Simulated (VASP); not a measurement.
# Zn in VASP: further runs

The runs below take Zn through single point, with LDA.

Program: VASP 6.6.1. These are calculated values, not measurements. Logs are shortened: lines on timing, memory, paths and dates and some standing lists are left out, and cuts for length are marked.

**1. The cell of the first run**

The cell holds a slab with vacuum, 3 atoms: a = 2.575 Å, b = 2.575 Å, c = 20.714 Å, α = 90.00°, β = 90.00°, γ = 120.00°.

**2. Single point, LDA**

INCAR

```
ALGO = Normal
DIPOL = 0.5 0.5 0.500
EDIFF = 1E-7
ENCUT = 520
IDIPOL = 3
ISIF = 2
ISMEAR = -1
LASPH = True
LCHARG = False
LDIPOL = True
LREAL = False
LWAVE = False
NBANDS = 25
NELM = 100
PREC = Accurate
SIGMA = 0.1
```

KPOINTS

```
k-points
0
Gamma
  16 16 1
```

POSCAR

```
Zn
1.0
    2.5745889077      0.0000000000      0.0000000000
   -1.2872944539      2.2296593984      0.0000000000
    0.0000000000      0.0000000000     20.7136000000
Zn
3
Direct
    0.0000000000      0.0000000000      0.3880181009
    0.3333333333      0.6666666667      0.4999999892
    0.0000000000      0.0000000000      0.6119819100
```

Potentials or basis: VASP PAW LDA potentials, release 64 (Zn).

On the command line:

```console
cat potpaw_LDA.64/Zn/POTCAR > POTCAR
mpirun -np 1 vasp_std > vasp.out
```

OUTCAR:

```text
EDIFF = 1E-7
   ENCUT = 520
   ISIF = 2
   ISMEAR = -1
   LASPH = True
   LREAL = False
   NELM = 100
   PREC = Accurate

 ion  position               nearest neighbor table
   1  0.000  0.000  0.388-   2 2.75   2 2.75   2 2.75
   2  0.333  0.667  0.500-   1 2.75   1 2.75   1 2.75   3 2.75   3 2.75   3 2.75
   3  0.000  0.000  0.612-   2 2.75   2 2.75   2 2.75

  LATTYP: Found a hexagonal cell.
 ALAT       =     2.5745889077
 C/A-ratio  =     8.0454009330

  Lattice vectors:

 A1 = (   2.5745889077,   0.0000000000,   0.0000000000)
 A2 = (  -1.2872944539,   2.2296593984,   0.0000000000)
 A3 = (   0.0000000000,   0.0000000000,  20.7136000000)

Analysis of symmetry for initial positions (statically):
=====================================================================
 Subroutine PRICEL returns:
 Original cell was already a primitive cell.

 Routine SETGRP: Setting up the symmetry group for a
 hexagonal supercell.

 Subroutine GETGRP returns: Found 12 space group operations
 (whereof 12 operations were pure point group operations)
 out of a pool of 24 trial point group operations.

The static configuration has the point symmetry D_3h.

Analysis of symmetry for dynamics (positions and initial velocities):
=====================================================================
 Subroutine PRICEL returns:
 Original cell was already a primitive cell.

 Routine SETGRP: Setting up the symmetry group for a
 hexagonal supercell.

 Subroutine GETGRP returns: Found 12 space group operations
 (whereof 12 operations were pure point group operations)
 out of a pool of 24 trial point group operations.

The dynamic configuration has the point symmetry D_3h.

 Subroutine INISYM returns: Found 12 space group operations
 (whereof 12 operations are pure point group operations),
 and found     1 'primitive' translations

----------------------------------------------------------------------------------------

                                     Primitive cell

  volume of cell :     118.9055

  direct lattice vectors                    reciprocal lattice vectors
     2.574588908  0.000000000  0.000000000     0.388411523  0.224249498  0.000000000
    -1.287294454  2.229659398  0.000000000     0.000000000  0.448498995  0.000000000
     0.000000000  0.000000000 20.713600000     0.000000000  0.000000000  0.048277460

  length of vectors
     2.574588908  2.574588908 20.713600000     0.448498995  0.448498995  0.048277460

[... 87 lines left out ...]
   NFREE  =      0    steps in history (QN), initial steepest desc. (CG)
   ISIF   =      2    stress and relaxation
   ISYM   =      2    0-nonsym 1-usesym 2-fastsym
   POTIM  = 0.5000    time-step for ionic-motion
   TEBEG  =    0.0;   TEEND  =   0.0 temperature during run
   PSTRESS=    0.0 pullay stress
   NELECT =      36.0000    total number of electrons
   NUPDOWN=      -1.0000    fix difference up-down
   EMIN   =  10.00;   EMAX   =-10.00  energy-range for DOS
   EFERMI =   0.00;   METHOD = LEGACY
   ISMEAR =    -1;   SIGMA  =   0.10  broadening in eV -4-tet -1-fermi 0-gaus
   EFERMI_NEDOS =   21; number of points for ismear=-14 and -15
   IALGO  =     38    algorithm
   IMIX   =      4    mixing-type and parameters
     AMIX     =   0.40;   BMIX     =  1.00
     AMIX_MAG =   1.60;   BMIX_MAG =  1.00
  volume/ion in A,a.u.               =      39.64       267.47
  Fermi-wavevector in a.u.,A,eV,Ry     =   1.099280  2.077338 16.441505  1.208417
  Thomas-Fermi vector in A             =   2.235672
   LORBIT       =      0    0 simple, 1 ext, 2 COOP (PROOUT), +10 PAW based schemes
   GGA     = CA    functional components
   LHFCALC =     F    Hartree Fock is set to
   AEXX    =    0.0000 exact exchange contribution
   IVDW    =     0    specifies the selected vdW correction
   LEPSILON=     F    determine dielectric tensor
   LRPA    =     F    only Hartree local field effects (RPA)
 non-spin polarized calculation
  energy-cutoff  :      520.00
  volume of cell :      118.91
 maximum number of plane-waves:      3224
 NGX is ok and might be reduce to    20
   NGX =  9   NGY =  9   NGZ = 77

 dipolmoment           0.000000      0.000000      0.000000 electrons x Angstroem

 number of electron      35.9999992 magnetization

 dipolmoment           0.000000      0.000000     -0.000000 electrons x Angstroem

 Free energy of the ion-electron system (eV)
  ---------------------------------------------------
  ext. energy  EPLUGINS =         0.00000000
  ---------------------------------------------------
  free energy    TOTEN  =        -5.25613190 eV

  energy without entropy =       -5.23385442  energy(sigma->0) =       -5.24499316

 E-fermi :  -1.8765     XC(G=0):  -5.1053

 val. band max:       -1.9581371932   @ k =   0.3750   0.1250   0.0000
 cond. band min:      -1.6580750634   @ k =   0.2500   0.0000   0.0000
 fundamental gap:      0.3000621298
 Fermi energy:        -1.8764749056

 k-point     1 :       0.0000    0.0000    0.0000
  band No.  band energies     occupation
      1     -12.4622      2.00000
      2     -11.0570      2.00000
      3     -10.7314      2.00000
      4      -9.8250      2.00000
      5      -9.6876      2.00000
      6      -9.6876      2.00000
[... 661 lines left out ...]
     24       6.2311      0.00000
     25       6.7540      0.00000

 [... further k-points ...]

------------------------ aborting loop because EDIFF is reached ----------------------------------------

 vacuum level on the upper side and lower side of the slab       (xc-potential included)        -0.077        -0.077

  FORCE on cell =-STRESS in cart. coord.  units (eV):
  Direction    XX          YY          ZZ          XY          YZ          ZX
  --------------------------------------------------------------------------------------
  -------------------------------------------------------------------------------------
  Total       -1.0234524     -1.0234524      0.1097153      0.0000000     -0.0000000      0.0000000
  in kB      -13.7903797    -13.7903797      1.4783447      0.0000000     -0.0000000      0.0000000
  external PRESSURE =      -8.7008049 kB  Pullay stress =       0.0000000 kB

 VOLUME and BASIS-vectors are now :
 -----------------------------------------------------------------------------
  energy-cutoff  :      520.00
  volume of cell :      118.91
      direct lattice vectors                 reciprocal lattice vectors
     2.574588908  0.000000000  0.000000000     0.388411523  0.224249498  0.000000000
    -1.287294454  2.229659398  0.000000000     0.000000000  0.448498995  0.000000000
     0.000000000  0.000000000 20.713600000     0.000000000  0.000000000  0.048277460

 POSITION                                       TOTAL-FORCE (eV/Angst)
 -----------------------------------------------------------------------------------
      0.00000      0.00000      8.03725        -0.000000     -0.000000     -0.022026
     -0.00000      1.48644     10.35680         0.000000     -0.000000     -0.000000
      0.00000      0.00000     12.67635        -0.000000      0.000000      0.022026
 -----------------------------------------------------------------------------------
    total drift:                                0.000000     -0.000000      0.000001

  FREE ENERGIE OF THE ION-ELECTRON SYSTEM (eV)
  ---------------------------------------------------
  free  energy   TOTEN  =        -5.2561318960 eV

  energy  without entropy=       -5.2338544248  energy(sigma->0) =       -5.24499316

 vacuum level on the upper side and lower side of the slab         2.725         2.725
```

OSZICAR:

```text
N       E                     dE             d eps       ncg     rms          rms(c)
DAV:   1     0.206867918412E+03    0.20687E+03   -0.17609E+04  1500   0.164E+03
DAV:   2     0.976476966257E+01   -0.19710E+03   -0.19258E+03  1589   0.345E+02
DAV:   3    -0.550215875452E+01   -0.15267E+02   -0.15210E+02  1695   0.114E+02
[... 15 lines left out ...]
DAV:  19    -0.525613059229E+01   -0.10599E-05   -0.81722E-08  1155   0.279E-03    0.585E-04
DAV:  20    -0.525613137058E+01   -0.77829E-06   -0.62922E-08  1133   0.780E-03    0.307E-04
DAV:  21    -0.525613177254E+01   -0.40196E-06   -0.10294E-08  1054   0.147E-03    0.260E-04
DAV:  22    -0.525613188232E+01   -0.10978E-06   -0.28543E-09  1049   0.166E-03    0.635E-05
DAV:  23    -0.525613189600E+01   -0.13681E-07   -0.69574E-10  1053   0.443E-04
   1 F= -.52561319E+01 E0= -.52449932E+01  d E =-.222775E-01
```

stdout:

```text
POSCAR found type information on POSCAR Zn
 POSCAR found :  1 types and       3 ions
 scaLAPACK will be used
 LDA part: xc-table for (Slater(with rela. corr.)+CA(PZ))
 , standard interpolation
 POSCAR, INCAR and KPOINTS ok, starting setup
 FFT: planning ... GRIDC
 FFT: planning ... GRID_SOFT
 FFT: planning ... GRID
 WAVECAR not read
 entering main loop
```

It took 68 s on 1 thread of Intel Xeon 6975P-C (Granite Rapids), shared host; peak memory 0.22 GiB.

Results:

- Free energy: -5.2561 eV
- Largest force: 0.022 eV/Å
- Band gap on the k mesh: zero (bands 18 and 19 overlap by 3.46 eV)

Forces in eV/Å, atoms in the order of the input:
```
Zn   0.000  0.000 -0.022
Zn   0.000  0.000  0.000
Zn   0.000  0.000  0.022
```

**3. Single point, LDA**

INCAR

```
PREC = Accurate ; ENCUT = 520
EDIFF = 1E-6 ; ISMEAR = -1
SIGMA = 0.1 ; LREAL = F
LASPH = T ; NELM = 80
ALGO = Normal ; ISIF = 2
LWAVE = F ; LCHARG = F
LDIPOL = T ; IDIPOL = 3
DIPOL = 0.5 0.5 0.500 ; GGA = CA
NBANDS = 25
```

KPOINTS

```
Automatic mesh
0
Gamma
  16 16 1
```

POSCAR is that of step 2.

Potentials or basis: VASP PAW LDA potentials, release 64 (Zn).

On the command line:

```console
cat potpaw_LDA.64/Zn/POTCAR > POTCAR
mpirun -np 1 vasp_std > vasp.out
```

It took 45 s on 1 thread of Intel Xeon 6975P-C (Granite Rapids), shared host; peak memory 0.23 GiB.

Results (log left out):

```yaml
Free_energy: -5.2561 eV
Largest_force: 0.022 eV/Å
Band_gap_on_the_k_mesh: zero (bands 18 and 19 overlap by 3.46 eV)
```

Forces on the atoms (eV/Å):
```
Zn   0.000  0.000 -0.022
Zn   0.000  0.000  0.000
Zn   0.000  0.000  0.022
```

Levels at points of the mesh, in eV from the Fermi level:
| k point | band 14 | band 15 | band 16 | band 17 | band 18 | band 19 | band 20 | band 21 | band 22 | band 23 |
| --- | --- | --- | --- | --- | --- | --- | --- | --- | --- | --- |
| (0.00, 0.00, 0.00) | -6.98 | -6.98 | -6.95 | -6.95 | -4.84 | -2.18 | 2.03 | 4.09 | 4.51 | 5.77 |
| (0.50, 0.00, 0.00) | -6.65 | -6.65 | -2.52 | -1.66 | -1.32 | 0.98 | 2.14 | 3.01 | 5.35 | 7.34 |

**4. Single point, LDA**

INCAR

```
SYSTEM = Zn
PREC = Accurate
ENCUT = 520
EDIFF = 1E-7
ISMEAR = -1
SIGMA = 0.1
LREAL = .FALSE.
LASPH = .TRUE.
NELM = 100
ALGO = Normal
ISIF = 2
LWAVE = .FALSE.
LCHARG = .FALSE.
NBANDS = 25
```

KPOINTS

```
Automatic mesh
0
G
  16 16 1
  0 0 0
```

POSCAR is that of step 3.

Potentials or basis: VASP PAW LDA potentials, release 64 (Zn).

On the command line:

```console
cat potpaw_LDA.64/Zn/POTCAR > POTCAR
mpirun -np 1 vasp_std > vasp.out
```

OUTCAR:

```text
SYSTEM = Zn
   PREC = Accurate
   ENCUT = 520
   EDIFF = 1E-7
   ISMEAR = -1
   LREAL = .FALSE.
   LASPH = .TRUE.
   NELM = 100
   ISIF = 2

 ion  position               nearest neighbor table
   1  0.000  0.000  0.388-   2 2.75   2 2.75   2 2.75
   2  0.333  0.667  0.500-   1 2.75   1 2.75   1 2.75   3 2.75   3 2.75   3 2.75
   3  0.000  0.000  0.612-   2 2.75   2 2.75   2 2.75

  LATTYP: Found a hexagonal cell.
 ALAT       =     2.5745889077
 C/A-ratio  =     8.0454009330
[... 865 lines left out ...]

  FORCE on cell =-STRESS in cart. coord.  units (eV):
  Direction    XX          YY          ZZ          XY          YZ          ZX
  --------------------------------------------------------------------------------------
  -------------------------------------------------------------------------------------
  Total       -1.0234524     -1.0234524      0.1097153      0.0000000     -0.0000000     -0.0000000
  in kB      -13.7903799    -13.7903799      1.4783443      0.0000000     -0.0000000     -0.0000000
  external PRESSURE =      -8.7008052 kB  Pullay stress =       0.0000000 kB

 VOLUME and BASIS-vectors are now :
 -----------------------------------------------------------------------------
  energy-cutoff  :      520.00
  volume of cell :      118.91
      direct lattice vectors                 reciprocal lattice vectors
     2.574588908  0.000000000  0.000000000     0.388411523  0.224249498  0.000000000
    -1.287294454  2.229659398  0.000000000     0.000000000  0.448498995  0.000000000
     0.000000000  0.000000000 20.713600000     0.000000000  0.000000000  0.048277460

 POSITION                                       TOTAL-FORCE (eV/Angst)
 -----------------------------------------------------------------------------------
      0.00000      0.00000      8.03725        -0.000000     -0.000000     -0.022026
     -0.00000      1.48644     10.35680         0.000000      0.000000      0.000000
      0.00000      0.00000     12.67635         0.000000      0.000000      0.022026
 -----------------------------------------------------------------------------------
    total drift:                                0.000000     -0.000000      0.000001

  FREE ENERGIE OF THE ION-ELECTRON SYSTEM (eV)
  ---------------------------------------------------
  free  energy   TOTEN  =        -5.2561318959 eV

  energy  without entropy=       -5.2338544247  energy(sigma->0) =       -5.24499316
```

OSZICAR:

```text
N       E                     dE             d eps       ncg     rms          rms(c)
DAV:   1     0.206867918412E+03    0.20687E+03   -0.17609E+04  1500   0.164E+03
DAV:   2     0.976476966270E+01   -0.19710E+03   -0.19258E+03  1589   0.345E+02
DAV:   3    -0.550215875454E+01   -0.15267E+02   -0.15210E+02  1695   0.114E+02
[... 15 lines left out ...]
DAV:  19    -0.525613059230E+01   -0.10600E-05   -0.81721E-08  1155   0.279E-03    0.585E-04
DAV:  20    -0.525613137057E+01   -0.77827E-06   -0.62922E-08  1133   0.780E-03    0.307E-04
DAV:  21    -0.525613177259E+01   -0.40202E-06   -0.10293E-08  1054   0.147E-03    0.260E-04
DAV:  22    -0.525613188223E+01   -0.10964E-06   -0.28538E-09  1049   0.166E-03    0.635E-05
DAV:  23    -0.525613189594E+01   -0.13702E-07   -0.69745E-10  1053   0.443E-04
   1 F= -.52561319E+01 E0= -.52449932E+01  d E =-.222775E-01
```

stdout:

```text
POSCAR found type information on POSCAR Zn
 POSCAR found :  1 types and       3 ions
 scaLAPACK will be used
 LDA part: xc-table for (Slater(with rela. corr.)+CA(PZ))
 , standard interpolation
 POSCAR, INCAR and KPOINTS ok, starting setup
 FFT: planning ... GRIDC
 FFT: planning ... GRID_SOFT
 FFT: planning ... GRID
 WAVECAR not read
 entering main loop
```

Run time: 57 s. Hardware: 1 thread of Intel Xeon 6975P-C (Granite Rapids), shared host; peak memory 0.23 GiB.

What came out:

| Property | Result |
| --- | --- |
| Free energy | -5.2561 eV |
| Largest force | 0.022 eV/Å |
| Band gap on the k mesh | zero (bands 18 and 19 overlap by 3.46 eV) |

Forces on the atoms (eV/Å):
```
Zn   0.000  0.000 -0.022
Zn   0.000  0.000  0.000
Zn   0.000  0.000  0.022
```
